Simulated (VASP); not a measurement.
# LiF (r.b) (Fm-3m) in VASP: a series of runs

The runs below take LiF (r.b) through single point, with r2SCAN+rVV10.

Program: VASP 6.6.1. These are calculated values, not measurements. Logs are shortened: lines on timing, memory, paths and dates and some standing lists are left out, and cuts for length are marked.

## (1) The cell of the first run

It takes space group Fm-3m (No. 225, cubic). Conventional cell: a = 4.020 Å, b = 4.020 Å, c = 4.020 Å, α = 90.00°, β = 90.00°, γ = 90.00°. Li (site symmetry m-3m) has 6 F at 2.01 Å within 2.7 Å. Within 2.7 Å of F (site symmetry m-3m) lie 6 Li at 2.01 Å.

## (2) Single point, r2SCAN+rVV10

File POSCAR:

```
LiF
1.0
    0.0000000000      2.0100000000      2.0100000000
    2.0100000000      0.0000000000      2.0100000000
    2.0100000000      2.0100000000      0.0000000000
Li F
1 1
Direct
    0.0000000000      0.0000000000      0.0000000000
    0.5000000000      0.5000000000      0.5000000000
```

File INCAR.step1:

```
PREC     = Accurate       # precision mode
ENCUT    = 830            # plane-wave cutoff, eV
ISMEAR   = 0              # smearing method
SIGMA    = 0.1            # smearing width, eV
LREAL    = F              # projectors in reciprocal space
LASPH    = T              # aspherical terms in the spheres
NELM     = 120            # most SCF steps
NBANDS   = 12             # bands
GGA      = PE             # functional
ALGO     = Normal         # electronic algorithm
EDIFF    = 1E-5           # SCF threshold, eV
LWAVE    = T              # write WAVECAR
LCHARG   = F              # write CHGCAR
GGA_COMPAT= F
```

File INCAR.step2:

```
PREC     = Accurate       # precision mode
ENCUT    = 830            # plane-wave cutoff, eV
EDIFF    = 1E-6           # SCF threshold, eV
ISMEAR   = 0              # smearing method
SIGMA    = 0.1            # smearing width, eV
LREAL    = F              # projectors in reciprocal space
LASPH    = T              # aspherical terms in the spheres
NELM     = 120            # most SCF steps
ALGO     = Normal         # electronic algorithm
ISIF     = 2              # what is computed and relaxed
LWAVE    = F              # write WAVECAR
LCHARG   = F              # write CHGCAR
METAGGA  = R2SCAN         # meta-GGA
LMIXTAU  = T            
LUSE_VDW = T            
IVDW_NL  = 2            
BPARAM   = 11.95        
CPARAM   = 0.0093       
NBANDS   = 12             # bands
ISTART   = 1            
GGA_COMPAT= F
```

File KPOINTS:

```
regular mesh
0
Gamma
  8 8 8
```

Potentials or basis: VASP PAW PBE potentials, release 64 (Li_sv, F).

The run is started by

```sh
$ cat potpaw_PBE.64/Li_sv/POTCAR potpaw_PBE.64/F/POTCAR > POTCAR
$ cp INCAR.step1 INCAR
$ mpirun -np 1 vasp_std > vasp.out
$ cp INCAR.step2 INCAR
$ mpirun -np 1 vasp_std > vasp.out
```

OUTCAR:

```text
PREC = Accurate
   ENCUT = 830
   EDIFF = 1E-6
   ISMEAR = 0
   LREAL = F
   LASPH = T
   NELM = 120
   ISIF = 2
   METAGGA = R2SCAN
   IVDW_NL = 2
   BPARAM = 11.95
   ISTART = 1

 ion  position               nearest neighbor table
   1  0.000  0.000  0.000-   2 2.01   2 2.01   2 2.01   2 2.01   2 2.01   2 2.01
   2  0.500  0.500  0.500-   1 2.01   1 2.01   1 2.01   1 2.01   1 2.01   1 2.01

  LATTYP: Found a face centered cubic cell.
 ALAT       =     4.0200000000

  Lattice vectors:

 A1 = (   0.0000000000,   2.0100000000,   2.0100000000)
 A2 = (   2.0100000000,   0.0000000000,   2.0100000000)
 A3 = (   2.0100000000,   2.0100000000,   0.0000000000)

Analysis of symmetry for initial positions (statically):
=====================================================================
 Subroutine PRICEL returns:
 Original cell was already a primitive cell.

 Routine SETGRP: Setting up the symmetry group for a
 face centered cubic supercell.

 Subroutine GETGRP returns: Found 48 space group operations
 (whereof 48 operations were pure point group operations)
 out of a pool of 48 trial point group operations.

The static configuration has the point symmetry O_h .

Analysis of symmetry for dynamics (positions and initial velocities):
=====================================================================
 Subroutine PRICEL returns:
 Original cell was already a primitive cell.

 Routine SETGRP: Setting up the symmetry group for a
 face centered cubic supercell.

 Subroutine GETGRP returns: Found 48 space group operations
 (whereof 48 operations were pure point group operations)
 out of a pool of 48 trial point group operations.

The dynamic configuration has the point symmetry O_h .

 Subroutine INISYM returns: Found 48 space group operations
 (whereof 48 operations are pure point group operations),
 and found     1 'primitive' translations

----------------------------------------------------------------------------------------

                                     Primitive cell

  volume of cell :      16.2412

  direct lattice vectors                    reciprocal lattice vectors
     0.000000000  2.010000000  2.010000000    -0.248756219  0.248756219  0.248756219
     2.010000000  0.000000000  2.010000000     0.248756219 -0.248756219  0.248756219
     2.010000000  2.010000000  0.000000000     0.248756219  0.248756219 -0.248756219

  length of vectors
     2.842569260  2.842569260  2.842569260     0.430858410  0.430858410  0.430858410

[... 84 lines left out ...]
   IBRION =     -1    ionic relax: 0-MD 1-quasi-New 2-CG
   NFREE  =      0    steps in history (QN), initial steepest desc. (CG)
   ISIF   =      2    stress and relaxation
   ISYM   =      2    0-nonsym 1-usesym 2-fastsym
   POTIM  = 0.5000    time-step for ionic-motion
   TEBEG  =    0.0;   TEEND  =   0.0 temperature during run
   PSTRESS=    0.0 pullay stress
   NELECT =      10.0000    total number of electrons
   NUPDOWN=      -1.0000    fix difference up-down
   EMIN   =  10.00;   EMAX   =-10.00  energy-range for DOS
   EFERMI =   0.00;   METHOD = LEGACY
   ISMEAR =     0;   SIGMA  =   0.10  broadening in eV -4-tet -1-fermi 0-gaus
   EFERMI_NEDOS =   21; number of points for ismear=-14 and -15
   IALGO  =     38    algorithm
   IMIX   =      4    mixing-type and parameters
     AMIX     =   0.40;   BMIX     =  1.00
     AMIX_MAG =   1.60;   BMIX_MAG =  1.00
  volume/ion in A,a.u.               =       8.12        54.80
  Fermi-wavevector in a.u.,A,eV,Ry     =   1.392736  2.631889 26.391402  1.939713
  Thomas-Fermi vector in A             =   2.516450
   LORBIT       =      0    0 simple, 1 ext, 2 COOP (PROOUT), +10 PAW based schemes
   METAGGA = R2SCAN    functional components
   LHFCALC =     F    Hartree Fock is set to
   AEXX    =    0.0000 exact exchange contribution
   IVDW_NL    =     2    kernel type
   BPARAM     =11.9500
   IVDW    =     0    specifies the selected vdW correction
   LEPSILON=     F    determine dielectric tensor
   LRPA    =     F    only Hartree local field effects (RPA)
 non-spin polarized calculation
 Gauss-broadening in eV      SIGMA  =   0.10
  energy-cutoff  :      830.00
  volume of cell :       16.24
 maximum number of plane-waves:       903
   NGX = 13   NGY = 13   NGZ = 13

 number of electron      10.0000003 magnetization

 Free energy of the ion-electron system (eV)
  ---------------------------------------------------
  ext. energy  EPLUGINS =         0.00000000
  ---------------------------------------------------
  free energy    TOTEN  =       -11.57865962 eV

  energy without entropy =      -11.57865962  energy(sigma->0) =      -11.57865962

 E-fermi :  -1.1956     XC(G=0): -10.6260

 val. band max:       -1.6215687686   @ k =   0.0000   0.0000   0.0000
 cond. band min:       8.6247452006   @ k =   0.0000   0.0000   0.0000
 fundamental gap:     10.2463139693
 Fermi energy:        -1.1955617433

 k-point     1 :       0.0000    0.0000    0.0000
  band No.  band energies     occupation
      1     -43.6060      2.00000
      2     -22.7330      2.00000
      3      -1.6216      2.00000
      4      -1.6216      2.00000
      5      -1.6216      2.00000
      6       8.6247      0.00000
      7      23.8743      0.00000
      8      23.8743      0.00000
      9      23.8743      0.00000
     10      24.4560      0.00000
     11      24.4560      0.00000
     12      24.4560      0.00000
[... 331 lines left out ...]
 k-point    24 :      -0.3750    0.2500    0.1250
  band No.  band energies     occupation
      1     -43.5393      2.00000
      2     -22.1965      2.00000
      3      -3.9623      2.00000
      4      -2.8672      2.00000
      5      -2.1183      2.00000
      6      11.9824      0.00000
      7      15.3686      0.00000
      8      18.8923      0.00000
      9      19.2616      0.00000
     10      27.4232      0.00000
     11      28.7866      0.00000
     12      34.4212      0.00000

 [... further k-points ...]
[... 5 lines left out ...]
  --------------------------------------------------------------------------------------
  -------------------------------------------------------------------------------------
  Total       -0.3005740     -0.3005740     -0.3005740      0.0000000      0.0000000      0.0000000
  in kB      -29.6513043    -29.6513043    -29.6513043      0.0000000      0.0000000      0.0000000
  external PRESSURE =     -29.6513043 kB  Pullay stress =       0.0000000 kB

 VOLUME and BASIS-vectors are now :
 -----------------------------------------------------------------------------
  energy-cutoff  :      830.00
  volume of cell :       16.24
      direct lattice vectors                 reciprocal lattice vectors
     0.000000000  2.010000000  2.010000000    -0.248756219  0.248756219  0.248756219
     2.010000000  0.000000000  2.010000000     0.248756219 -0.248756219  0.248756219
     2.010000000  2.010000000  0.000000000     0.248756219  0.248756219 -0.248756219

 POSITION                                       TOTAL-FORCE (eV/Angst)
 -----------------------------------------------------------------------------------
      0.00000      0.00000      0.00000        -0.000000     -0.000000     -0.000000
      2.01000      2.01000      2.01000         0.000000      0.000000      0.000000
 -----------------------------------------------------------------------------------
    total drift:                                0.000000      0.000000      0.000000

  FREE ENERGIE OF THE ION-ELECTRON SYSTEM (eV)
  ---------------------------------------------------
  free  energy   TOTEN  =       -11.5786596158 eV

  energy  without entropy=      -11.5786596158  energy(sigma->0) =      -11.57865962
```

OUTCAR.step1:

```text
PREC = Accurate
   ENCUT = 830
   ISMEAR = 0
   LREAL = F
   LASPH = T
[... 580 lines left out ...]
 -----------------------------------------------------------------------------------
      0.00000      0.00000      0.00000        -0.000000      0.000000     -0.000000
      2.01000      2.01000      2.01000         0.000000     -0.000000      0.000000
 -----------------------------------------------------------------------------------
    total drift:                                0.000000      0.000000      0.000000

  FREE ENERGIE OF THE ION-ELECTRON SYSTEM (eV)
  ---------------------------------------------------
  free  energy   TOTEN  =        -9.6412798048 eV

  energy  without entropy=       -9.6412798048  energy(sigma->0) =       -9.64127980
```

OSZICAR.step1:

```text
N       E                     dE             d eps       ncg     rms          rms(c)
DAV:   1     0.463554501250E+02    0.46355E+02   -0.70122E+03   696   0.120E+03
DAV:   2    -0.850985153729E+01   -0.54865E+02   -0.53598E+02   840   0.232E+02
DAV:   3    -0.101336131759E+02   -0.16238E+01   -0.16183E+01   944   0.352E+01
DAV:   4    -0.101495589942E+02   -0.15946E-01   -0.15944E-01   776   0.382E+00
DAV:   5    -0.101497196437E+02   -0.16065E-03   -0.16065E-03   896   0.305E-01    0.452E+00
DAV:   6    -0.963214731577E+01    0.51757E+00   -0.24580E+00   756   0.978E+00    0.141E+00
DAV:   7    -0.963519471720E+01   -0.30474E-02   -0.18558E-02   940   0.127E+00    0.870E-01
DAV:   8    -0.964115025610E+01   -0.59555E-02   -0.15709E-02   856   0.138E+00    0.115E-01
DAV:   9    -0.964117710071E+01   -0.26845E-04   -0.93709E-04   812   0.299E-01    0.455E-02
DAV:  10    -0.964128155008E+01   -0.10445E-03   -0.14894E-04   788   0.101E-01    0.180E-02
DAV:  11    -0.964127980485E+01    0.17452E-05   -0.76700E-06   612   0.265E-02
   1 F= -.96412798E+01 E0= -.96412798E+01  d E =-.560645E-14
```

It took 2.4 min on 1 thread of Intel Xeon 8259CL, shared host; peak memory 0.26 GiB.

Results:

- Free energy: -11.5787 eV
- Pressure: -3.0 GPa
- Band gap on the k mesh: 10.25 eV, direct

Caveat: the PAW data sets were made with another functional, which shifts forces and pressure a little. A k mesh can miss the band edges.

## (3) Single point, r2SCAN+rVV10

This run uses another cell than the first one, of 7.84 Å³/atom, 0.965 times its volume.

File POSCAR:

```
LiF
1.0
    0.0000000000      1.9865547540      1.9865547540
    1.9865547540      0.0000000000      1.9865547540
    1.9865547540      1.9865547540      0.0000000000
Li F
1 1
Direct
    0.0000000000      0.0000000000      0.0000000000
    0.5000000000      0.5000000000      0.5000000000
```

File INCAR.step1:

```
SYSTEM = LiF
ALGO = Normal
EDIFF = 1E-5
ENCUT = 830
GGA = PE
GGA_COMPAT = .FALSE.
ISMEAR = 0
LASPH = .TRUE.
LCHARG = .FALSE.
LREAL = .FALSE.
LWAVE = .TRUE.
NBANDS = 12
NELM = 120
PREC = Accurate
SIGMA = 0.02
```

File INCAR.step2:

```
SYSTEM = LiF
ALGO = Normal
BPARAM = 11.95
CPARAM = 0.0093
EDIFF = 1E-6
ENCUT = 830
GGA_COMPAT = .FALSE.
ISIF = 2
ISMEAR = 0
ISTART = 1
IVDW_NL = 2
LASPH = .TRUE.
LCHARG = .TRUE.
LELF = .TRUE.
LMIXTAU = .TRUE.
LREAL = .FALSE.
LUSE_VDW = .TRUE.
LVHAR = .TRUE.
LWAVE = .FALSE.
METAGGA = R2SCAN
NBANDS = 12
NELM = 120
PREC = Accurate
SIGMA = 0.02
```

File KPOINTS:

```
k-points
0
G
  10 10 10
  0 0 0
```

Potentials or basis: VASP PAW PBE potentials, release 64 (Li_sv, F).

The run is started by

```sh
$ cat potpaw_PBE.64/Li_sv/POTCAR potpaw_PBE.64/F/POTCAR > POTCAR
$ cp INCAR.step1 INCAR
$ mpirun -np 1 vasp_std > vasp.out
$ cp INCAR.step2 INCAR
$ mpirun -np 1 vasp_std > vasp.out
```

OUTCAR:

```text
SYSTEM = LiF
   BPARAM = 11.95
   EDIFF = 1E-6
   ENCUT = 830
   ISIF = 2
   ISMEAR = 0
   ISTART = 1
   IVDW_NL = 2
   LASPH = .TRUE.
   LREAL = .FALSE.
   METAGGA = R2SCAN
   NELM = 120
   PREC = Accurate

 ion  position               nearest neighbor table
   1  0.000  0.000  0.000-   2 1.99   2 1.99   2 1.99   2 1.99   2 1.99   2 1.99
   2  0.500  0.500  0.500-   1 1.99   1 1.99   1 1.99   1 1.99   1 1.99   1 1.99

  LATTYP: Found a face centered cubic cell.
 ALAT       =     3.9731095080

  Lattice vectors:

 A1 = (   0.0000000000,   1.9865547540,   1.9865547540)
 A2 = (   1.9865547540,   0.0000000000,   1.9865547540)
 A3 = (   1.9865547540,   1.9865547540,   0.0000000000)

Analysis of symmetry for initial positions (statically):
=====================================================================
 Subroutine PRICEL returns:
 Original cell was already a primitive cell.

 Routine SETGRP: Setting up the symmetry group for a
 face centered cubic supercell.

 Subroutine GETGRP returns: Found 48 space group operations
 (whereof 48 operations were pure point group operations)
 out of a pool of 48 trial point group operations.

The static configuration has the point symmetry O_h .

Analysis of symmetry for dynamics (positions and initial velocities):
=====================================================================
 Subroutine PRICEL returns:
 Original cell was already a primitive cell.

 Routine SETGRP: Setting up the symmetry group for a
 face centered cubic supercell.

 Subroutine GETGRP returns: Found 48 space group operations
 (whereof 48 operations were pure point group operations)
 out of a pool of 48 trial point group operations.

The dynamic configuration has the point symmetry O_h .

 Subroutine INISYM returns: Found 48 space group operations
 (whereof 48 operations are pure point group operations),
 and found     1 'primitive' translations

[... 116 lines left out ...]
  Fermi-wavevector in a.u.,A,eV,Ry     =   1.409173  2.662951 27.018019  1.985768
  Thomas-Fermi vector in A             =   2.531256
   LORBIT       =      0    0 simple, 1 ext, 2 COOP (PROOUT), +10 PAW based schemes
   METAGGA = R2SCAN    functional components
   LHFCALC =     F    Hartree Fock is set to
   AEXX    =    0.0000 exact exchange contribution
   IVDW_NL    =     2    kernel type
   BPARAM     =11.9500
   IVDW    =     0    specifies the selected vdW correction
   LEPSILON=     F    determine dielectric tensor
   LRPA    =     F    only Hartree local field effects (RPA)
 non-spin polarized calculation
 Gauss-broadening in eV      SIGMA  =   0.02
  energy-cutoff  :      830.00
  volume of cell :       15.68
 maximum number of plane-waves:       875
 NGX is ok and might be reduce to    28
   NGX = 13   NGY = 13   NGZ = 13

 number of electron      10.0000003 magnetization

 Free energy of the ion-electron system (eV)
  ---------------------------------------------------
  ext. energy  EPLUGINS =         0.00000000
  ---------------------------------------------------
  free energy    TOTEN  =       -11.58414260 eV

  energy without entropy =      -11.58414260  energy(sigma->0) =      -11.58414260

 E-fermi :  -1.1630     XC(G=0): -10.8124

 val. band max:       -1.4022972091   @ k =   0.0000   0.0000   0.0000
 cond. band min:       9.2023998749   @ k =   0.0000   0.0000   0.0000
 fundamental gap:     10.6046970840
 Fermi energy:        -1.1630033652

 k-point     1 :       0.0000    0.0000    0.0000
  band No.  band energies     occupation
      1     -43.3265      2.00000
      2     -22.6112      2.00000
      3      -1.4023      2.00000
      4      -1.4023      2.00000
      5      -1.4023      2.00000
      6       9.2024      0.00000
      7      24.4527      0.00000
      8      24.4527      0.00000
      9      24.4527      0.00000
     10      25.1960      0.00000
     11      25.1960      0.00000
     12      25.1960      0.00000
[... 331 lines left out ...]
 k-point    24 :       0.4000    0.3000    0.0000
  band No.  band energies     occupation
      1     -43.2566      2.00000
      2     -22.0602      2.00000
      3      -3.8471      2.00000
      4      -2.3394      2.00000
      5      -2.2226      2.00000
      6      13.2326      0.00000
      7      16.6723      0.00000
      8      19.2098      0.00000
      9      20.8370      0.00000
     10      21.8504      0.00000
     11      35.1795      0.00000
     12      35.7331      0.00000

 [... further k-points ...]
[... 5 lines left out ...]
  --------------------------------------------------------------------------------------
  -------------------------------------------------------------------------------------
  Total       -0.0421637     -0.0421637     -0.0421637      0.0000000      0.0000000      0.0000000
  in kB       -4.3084198     -4.3084198     -4.3084198      0.0000000      0.0000000      0.0000000
  external PRESSURE =      -4.3084198 kB  Pullay stress =       0.0000000 kB

 VOLUME and BASIS-vectors are now :
 -----------------------------------------------------------------------------
  energy-cutoff  :      830.00
  volume of cell :       15.68
      direct lattice vectors                 reciprocal lattice vectors
     0.000000000  1.986554754  1.986554754    -0.251692031  0.251692031  0.251692031
     1.986554754  0.000000000  1.986554754     0.251692031 -0.251692031  0.251692031
     1.986554754  1.986554754  0.000000000     0.251692031  0.251692031 -0.251692031

 POSITION                                       TOTAL-FORCE (eV/Angst)
 -----------------------------------------------------------------------------------
      0.00000      0.00000      0.00000         0.000000      0.000000      0.000000
      1.98655      1.98655      1.98655        -0.000000     -0.000000     -0.000000
 -----------------------------------------------------------------------------------
    total drift:                                0.000000      0.000000      0.000000

  FREE ENERGIE OF THE ION-ELECTRON SYSTEM (eV)
  ---------------------------------------------------
  free  energy   TOTEN  =       -11.5841425975 eV

  energy  without entropy=      -11.5841425975  energy(sigma->0) =      -11.58414260
```

Wall time 3.2 min (1 thread of Intel Xeon 8259CL, shared host); peak memory 0.26 GiB.

Results:

| Quantity | Value |
| --- | --- |
| Free energy | -11.5841 eV |
| Pressure | -0.4 GPa |
| Band gap on the k mesh | 10.60 eV, direct |

Levels at points of the mesh, in eV from the valence-band top:
```csv
k point,band 1,band 2,band 3,band 4,band 5,band 6,band 7,band 8,band 9,band 10
"(0.00, 0.00, 0.00)",-41.92,-21.21,0.00,0.00,0.00,10.60,25.86,25.86,25.86,26.60
"(0.50, 0.00, 0.00)",-41.86,-20.76,-2.63,-0.26,-0.26,12.01,18.60,20.73,20.73,32.98
"(0.50, 0.50, 0.00)",-41.84,-20.47,-3.20,-1.07,-1.07,16.42,17.59,19.60,22.39,22.39
```

Caveat: the PAW data sets were made with another functional, which shifts forces and pressure a little.

(Continued in part 2 of 2.)
